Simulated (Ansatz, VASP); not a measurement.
# Two plane-wave programs on Ga

INCAR

```
ALGO = Fast
EDIFF = 1E-6
ENCUT = 520
GGA = PE
ISIF = 2
ISMEAR = 0
LASPH = T
LCHARG = F
LREAL = F
LWAVE = F
NBANDS = 12
NELM = 100
PREC = Accurate
SIGMA = 0.1
```

File KPOINTS:

```
k-points
0
Gamma
  8 8 6
```

File POSCAR:

```
Ga
1.0
    2.4012601700      0.0000000000      0.0000000000
    0.0000000000      2.4700946400      0.0000000000
    0.0000000000      0.0000000000      3.2373371600
Ga
1
Direct
    0.5000000000      0.5000000000      0.5000000000
```

Input for Ansatz:

```yaml
crystal:
  lattice:
    - [2.40126017, 0.0, 0.0]
    - [0.0, 2.47009464, 0.0]
    - [0.0, 0.0, 3.23733716]
  atoms:
    - { symbol: Ga, position: [0.5, 0.5, 0.5] }
basis:
  ecutwfc: 420
kpoints:
  mp_grid: { grid: [8, 8, 6] }
hamiltonian:
  xc: pbe
scf:
  occupations: { method: gaussian, width: 0.1 }
  lower_state_search: "off"
output:
  forces: true
  stress: true
  eigenvalues: true
```

Alike in both runs: task single point; functional PBE; k mesh 8 × 8 × 6; occupations gaussian, width 0.1 eV; no spin polarisation.

```csv
,VASP,Ansatz
version,VASP 6.6.1,Ansatz 0.2.0
potentials or method,"VASP PAW PBE potentials, release 64 (Ga_d), cutoff 520 eV","scalar-relativistic, plane waves, PAW"
valence electrons in the cell,13,13
```

Ansatz gave:

```
gap on the k mesh at the Fermi level (eV)                     : none
pressure (GPa)                                                : 12.6
traceless stress, the component that is largest in VASP (GPa) : -21.58
```

Q: What did VASP give for the same quantities?

A: gap on the k mesh at the Fermi level (eV): none; pressure (GPa): 12.8; traceless stress, the component that is largest in VASP (GPa): -21.79.

A gap of «none» marks a metal or a gap that the smearing closes.
